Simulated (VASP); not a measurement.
# Os (P6_3/mmc) in VASP: electric field gradients with LDA

Aim: the electric field gradients of Os with LDA.

Everything below comes from runs of VASP 6.6.1. Logs are shortened: lines on timing, memory, paths and dates and some standing lists are left out, and cuts for length are marked.

## 1. The cell of the first run

It takes space group P6_3/mmc (No. 194, hexagonal). Conventional cell: a = 2.697 Å, b = 2.697 Å, c = 4.261 Å, α = 90.00°, β = 90.00°, γ = 120.00°. Os (site symmetry -6m2) has 12 Os at 2.64 to 2.70 Å within 3.5 Å.

## 2. Electric field gradients, LDA (13.42 Å³/atom)

Contents of INCAR:

```
PREC = Accurate
ENCUT = 420
EDIFF = 1E-8
ISMEAR = -1
SIGMA = 0.08
LREAL = False
LASPH = True
NELM = 120
ALGO = Normal
ISIF = 2
LWAVE = False
LCHARG = False
GGA = CA
LEFG = True
NBANDS = 23
GGA_COMPAT = False
```

Contents of KPOINTS:

```
Automatic mesh
0
Gamma
  17 17 10
```

Contents of POSCAR:

```
Os
1.0
    2.6971481488      0.0000000000      0.0000000000
   -1.3485740745      2.3357988147      0.0000000000
    0.0000000000      0.0000000000      4.2613185190
Os
2
Direct
    0.3333333333      0.6666666667      0.2500000000
    0.6666666667      0.3333333333      0.7500000000
```

Potentials or basis: VASP PAW LDA potentials, release 64 (Os_sv_GW).

Command:

```bash
$ cat potpaw_LDA.64/Os_sv_GW/POTCAR > POTCAR
$ mpirun -np 1 vasp_std > vasp.out
```

OUTCAR:

```text
PREC = Accurate
   ENCUT = 420
   EDIFF = 1E-8
   ISMEAR = -1
   LREAL = False
   LASPH = True
   NELM = 120
   ISIF = 2
   GGA = CA

 ion  position               nearest neighbor table
   1  0.333  0.667  0.250-   2 2.64   2 2.64   2 2.64   2 2.64   2 2.64   2 2.64
   2  0.667  0.333  0.750-   1 2.64   1 2.64   1 2.64   1 2.64   1 2.64   1 2.64

  LATTYP: Found a hexagonal cell.
 ALAT       =     2.6971481488
 C/A-ratio  =     1.5799349105

  Lattice vectors:

 A1 = (   2.6971481488,   0.0000000000,   0.0000000000)
 A2 = (  -1.3485740745,   2.3357988147,   0.0000000000)
 A3 = (   0.0000000000,   0.0000000000,   4.2613185190)

Analysis of symmetry for initial positions (statically):
=====================================================================
 Subroutine PRICEL returns:
 Original cell was already a primitive cell.

 Routine SETGRP: Setting up the symmetry group for a
 hexagonal supercell.

 Subroutine GETGRP returns: Found 24 space group operations
 (whereof 12 operations were pure point group operations)
 out of a pool of 24 trial point group operations.

The static configuration has the point symmetry D_3d.
 The point group associated with its full space group is D_6h.

Analysis of symmetry for dynamics (positions and initial velocities):
=====================================================================
 Subroutine PRICEL returns:
 Original cell was already a primitive cell.

 Routine SETGRP: Setting up the symmetry group for a
 hexagonal supercell.

 Subroutine GETGRP returns: Found 24 space group operations
 (whereof 12 operations were pure point group operations)
 out of a pool of 24 trial point group operations.

The dynamic configuration has the point symmetry D_3d.
 The point group associated with its full space group is D_6h.

 Subroutine INISYM returns: Found 24 space group operations
 (whereof 12 operations are pure point group operations),
 and found     1 'primitive' translations

----------------------------------------------------------------------------------------

                                     Primitive cell

  volume of cell :      26.8463

  direct lattice vectors                    reciprocal lattice vectors
     2.697148149  0.000000000  0.000000000     0.370761984  0.214059532  0.000000000
    -1.348574075  2.335798815  0.000000000     0.000000000  0.428119063  0.000000000
     0.000000000  0.000000000  4.261318519     0.000000000  0.000000000  0.234669151

  length of vectors
     2.697148149  2.697148149  4.261318519     0.428119063  0.428119063  0.234669151

  position of ions in fractional coordinates (direct lattice)
     0.333333333  0.666666667  0.250000000
     0.666666667  0.333333333  0.750000000

  ion indices of the primitive-cell ions
   primitive index   ion index
                 1           1
                 2           2

----------------------------------------------------------------------------------------

 KPOINTS: Automatic mesh

Automatic generation of k-mesh.
 Grid dimensions read from file:
 generate k-points for:   17   17   10

 Generating k-lattice:

  Cartesian coordinates                     Fractional coordinates (reciprocal lattice)
     0.021809528  0.012591737  0.000000000     0.058823529 -0.000000000  0.000000000
     0.000000000  0.025183474  0.000000000     0.000000000  0.058823529  0.000000000
     0.000000000  0.000000000  0.023466915     0.000000000  0.000000000  0.100000000

  Length of vectors
     0.025183474  0.025183474  0.023466915

  Shift w.r.t. Gamma in fractional coordinates (k-lattice)
     0.000000000  0.000000000  0.000000000

 Subroutine IBZKPT returns following result:
 ===========================================

 Found    198 irreducible k-points:

 Following reciprocal coordinates:
            Coordinates               Weight
  0.000000  0.000000  0.000000      1.000000
  0.058824  0.000000  0.000000      6.000000
  0.117647 -0.000000  0.000000      6.000000
  0.176471 -0.000000  0.000000      6.000000
  0.235294 -0.000000  0.000000      6.000000
  0.294118 -0.000000  0.000000      6.000000
[... 16 lines left out ...]
  0.411765  0.117647  0.000000     12.000000
  0.176471  0.176471  0.000000      6.000000
 [... further k-points ...]
   k-points           NKPTS =    198   k-points in BZ     NKDIM =    198   number of bands    NBANDS=     23
   number of dos      NEDOS =    301   number of ions     NIONS =      2
   total plane-waves  NPLWV =   9072
   dimension x,y,z NGX =    18 NGY =   18 NGZ =   28
   dimension x,y,z NGXF=    36 NGYF=   36 NGZF=   56
   ions per type =               2
   NGX,Y,Z   is equivalent  to a cutoff of  11.09, 11.09, 10.92 a.u.
   NGXF,Y,Z  is equivalent  to a cutoff of  22.19, 22.19, 21.85 a.u.
 SYSTEM =  unknown system
   PREC   = accura    normal or accurate (medium, high low for compatibility)
   ISTART =      0    job   : 0-new  1-cont  2-samecut
   ICHARG =      2    charge: 1-file 2-atom 10-const
   ISPIN  =      1    spin polarized calculation?
   LNONCOLLINEAR =      F non collinear calculations
   LSORBIT =      F    spin-orbit coupling
   LASPH  =      T    aspherical Exc in radial PAW
   ENCUT  =  420.0 eV  30.87 Ry    5.56 a.u.   4.51  4.51  7.12*2*pi/ulx,y,z
   NELM   =    120;   NELMIN=  2; NELMDL= -5     # of ELM steps
   EDIFF  = 0.1E-07   stopping-criterion for ELM
   LREAL  =      F    real-space projection
   EDIFFG = 0.1E-06   stopping-criterion for IOM
   NSW    =      0    number of steps for IOM
   IBRION =     -1    ionic relax: 0-MD 1-quasi-New 2-CG
   NFREE  =      0    steps in history (QN), initial steepest desc. (CG)
   ISIF   =      2    stress and relaxation
   ISYM   =      2    0-nonsym 1-usesym 2-fastsym
   POTIM  = 0.5000    time-step for ionic-motion
   TEBEG  =    0.0;   TEEND  =   0.0 temperature during run
   PSTRESS=    0.0 pullay stress
   NELECT =      32.0000    total number of electrons
   NUPDOWN=      -1.0000    fix difference up-down
   EMIN   =  10.00;   EMAX   =-10.00  energy-range for DOS
   EFERMI =   0.00;   METHOD = LEGACY
   ISMEAR =    -1;   SIGMA  =   0.08  broadening in eV -4-tet -1-fermi 0-gaus
   EFERMI_NEDOS =   21; number of points for ismear=-14 and -15
   IALGO  =     38    algorithm
   IMIX   =      4    mixing-type and parameters
     AMIX     =   0.40;   BMIX     =  1.00
     AMIX_MAG =   1.60;   BMIX_MAG =  1.00
  volume/ion in A,a.u.               =      13.42        90.58
  Fermi-wavevector in a.u.,A,eV,Ry     =   1.735788  3.280164 40.993821  3.012961
  Thomas-Fermi vector in A             =   2.809327
   LORBIT       =      0    0 simple, 1 ext, 2 COOP (PROOUT), +10 PAW based schemes
   GGA     = CA    functional components
   LHFCALC =     F    Hartree Fock is set to
   AEXX    =    0.0000 exact exchange contribution
   IVDW    =     0    specifies the selected vdW correction
   LEPSILON=     F    determine dielectric tensor
   LRPA    =     F    only Hartree local field effects (RPA)
 non-spin polarized calculation
  energy-cutoff  :      420.00
  volume of cell :       26.85
 maximum number of plane-waves:       543
 NGX is ok and might be reduce to    18
   NGX =  9   NGY =  9   NGZ = 15

 number of electron      31.9999995 magnetization

 Free energy of the ion-electron system (eV)
  ---------------------------------------------------
  ext. energy  EPLUGINS =         0.00000000
  ---------------------------------------------------
  free energy    TOTEN  =       -27.58684300 eV

  energy without entropy =      -27.56075049  energy(sigma->0) =      -27.57379674

 E-fermi :  14.3830     XC(G=0): -15.0738

 val. band max:       14.3662656695   @ k =   0.1176   0.1176   0.3000
 cond. band min:      14.3833968601   @ k =   0.2353   0.2353   0.0000
 fundamental gap:      0.0171311907
 Fermi energy:        14.3830175308

 k-point     1 :       0.0000    0.0000    0.0000
  band No.  band energies     occupation
      1     -71.8958      2.00000
      2     -71.7518      2.00000
      3     -32.2846      2.00000
      4     -31.1942      2.00000
      5     -31.1942      2.00000
      6     -30.9892      2.00000
[... 15 lines left out ...]
     22      27.6734      0.00000
     23      30.1416      0.00000

 k-point     2 :       0.0588    0.0000    0.0000
  band No.  band energies     occupation
      1     -71.8924      2.00000
      2     -71.7504      2.00000
      3     -32.2708      2.00000
      4     -31.2243      2.00000
      5     -31.2045      2.00000
      6     -31.0207      2.00000
[... 15 lines left out ...]
     22      27.9926      0.00000
     23      30.3366      0.00000
[... 544 lines left out ...]
     22      24.6484      0.00000
     23      27.3961      0.00000

 k-point    24 :       0.1765    0.1765    0.0000
  band No.  band energies     occupation
      1     -71.8207      2.00000
      2     -71.7297      2.00000
      3     -31.9598      2.00000
      4     -31.6784      2.00000
      5     -31.6630      2.00000
      6     -31.3494      2.00000
[... 15 lines left out ...]
     22      27.6792      0.00000
     23      28.0363      0.00000

 [... further k-points ...]
[... 5 lines left out ...]
  --------------------------------------------------------------------------------------
  -------------------------------------------------------------------------------------
  Total        1.7001145      1.7001145      1.8105408     -0.0000000      0.0000000      0.0000000
  in kB      101.4622558    101.4622558    108.0524605     -0.0000000      0.0000000      0.0000000
  external PRESSURE =     103.6589907 kB  Pullay stress =       0.0000000 kB

 VOLUME and BASIS-vectors are now :
 -----------------------------------------------------------------------------
  energy-cutoff  :      420.00
  volume of cell :       26.85
      direct lattice vectors                 reciprocal lattice vectors
     2.697148149  0.000000000  0.000000000     0.370761984  0.214059532  0.000000000
    -1.348574075  2.335798815  0.000000000     0.000000000  0.428119063  0.000000000
     0.000000000  0.000000000  4.261318519     0.000000000  0.000000000  0.234669151

 POSITION                                       TOTAL-FORCE (eV/Angst)
 -----------------------------------------------------------------------------------
     -0.00000      1.55720      1.06533         0.000000      0.000000      0.000000
      1.34857      0.77860      3.19599        -0.000000     -0.000000      0.000000
 -----------------------------------------------------------------------------------
    total drift:                               -0.000000      0.000000     -0.000000

  FREE ENERGIE OF THE ION-ELECTRON SYSTEM (eV)
  ---------------------------------------------------
  free  energy   TOTEN  =       -27.5868430020 eV

  energy  without entropy=      -27.5607504857  energy(sigma->0) =      -27.57379674

 Electric field gradients (V/A^2)
---------------------------------------------------------------------
 ion       V_xx      V_yy      V_zz      V_xy      V_xz      V_yz
---------------------------------------------------------------------
   1      36.757    36.757   -73.514    -0.000     0.000    -0.000
   2      36.757    36.757   -73.514    -0.000    -0.000     0.000
---------------------------------------------------------------------

 Electric field gradients after diagonalization (V/A^2)
 (convention: |V_zz| > |V_xx| > |V_yy|)
----------------------------------------------------------------------
 ion       V_xx      V_yy      V_zz     asymmetry (V_yy - V_xx)/ V_zz
----------------------------------------------------------------------
   1      36.758    36.757   -73.514       0.000
   2      36.758    36.757   -73.514       0.000
----------------------------------------------------------------------

           NMR quadrupolar parameters

 Cq : quadrupolar parameter    Cq=e*Q*V_zz/h
 eta: asymmetry parameters     (V_yy - V_xx)/ V_zz
 Q  : nuclear electric quadrupole moment in mb (millibarn)
----------------------------------------------------------------------
 ion       Cq(MHz)       eta       Q (mb)
----------------------------------------------------------------------
   1      -0.178       0.000       1.000
   2      -0.178       0.000       1.000
----------------------------------------------------------------------
```

Wall time 36 s (1 thread of Intel Xeon 6975P-C (Granite Rapids), shared host); peak memory 0.18 GiB.

What came out:

```yaml
Free_energy: -27.5868 eV
Pressure: 10.4 GPa
Band_gap_on_the_k_mesh: zero (bands 16 and 17 overlap by 4.21 eV)
Largest_electric_field_gradient_by_atom: Os -73.5 V/Å²
```

Electric field gradients, principal values (V/Å²):
```
atom   least  middle  greatest (by size)
1 Os  36.757  36.758             -73.514
2 Os  36.757  36.758             -73.514
```

Caveat: the cell stands under pressure; without QUAD_EFG the Cq values of the log hold for a quadrupole moment of 1 mb, not for the nuclei; spin-orbit coupling is left out, which moves the levels of the heavy elements.
